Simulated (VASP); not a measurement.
Write the native input for VASP 6.6.1 that does the following.

```yaml
Task: single point
Functional: PBEsol
Potentials_or_basis: VASP PAW PBE potentials, release 64 (Hf_pv, S)
Cutoff: 520 eV
k_mesh: 12 × 12 × 4
Occupations: methfessel-paxton, width 0.3 eV
Spin: no spin polarisation
Dipole_correction: no
Further_INCAR_settings: ALGO = Normal; EDIFF = 1e-06; NBANDS = 35
```

The structure of Hf2S lies in POSCAR:

```
Hf2S
1.0
    3.3742737662      0.0000000000      0.0000000000
   -1.6871368831      2.9222068008      0.0000000000
    0.0000000000      0.0000000000     11.7174070300
Hf S
4 2
Direct
    0.6666666667      0.3333333333      0.8998116400
    0.3333333333      0.6666666667      0.3998116400
    0.6666666667      0.3333333333      0.6001883600
    0.3333333333      0.6666666667      0.1001883600
    0.0000000000      0.0000000000      0.7500000000
    0.0000000000      0.0000000000      0.2500000000
```

One way to write it, as run:

INCAR

```
PREC = Accurate
ENCUT = 520
EDIFF = 1E-6
ISMEAR = 1
SIGMA = 0.3
LREAL = F
LASPH = T
NELM = 100
ALGO = Normal
ISIF = 2
LWAVE = F
LCHARG = F
GGA = PS
NBANDS = 35
```

KPOINTS

```
regular mesh
0
Gamma
  12 12 4
```

Potentials or basis: VASP PAW PBE potentials, release 64 (Hf_pv, S).

Run with:

```sh
$ cat potpaw_PBE.64/Hf_pv/POTCAR potpaw_PBE.64/S/POTCAR > POTCAR
$ mpirun -np 1 vasp_std > vasp.out
```

Results of the run:

```
Pressure               : -3.3 GPa
Largest force          : 0.194 eV/Å
Band gap on the k mesh : zero (bands 26 and 27 overlap by 0.92 eV)
```

Caveat: the cell stands under tension; so wide a smearing shifts energies and pressures; the PAW data sets were made with another functional, which shifts forces and pressure a little; spin-orbit coupling is left out, which moves the levels of the heavy elements.

It took 6.1 min on 1 thread of Intel Xeon 8259CL (shared host), peak memory 0.37 GiB.
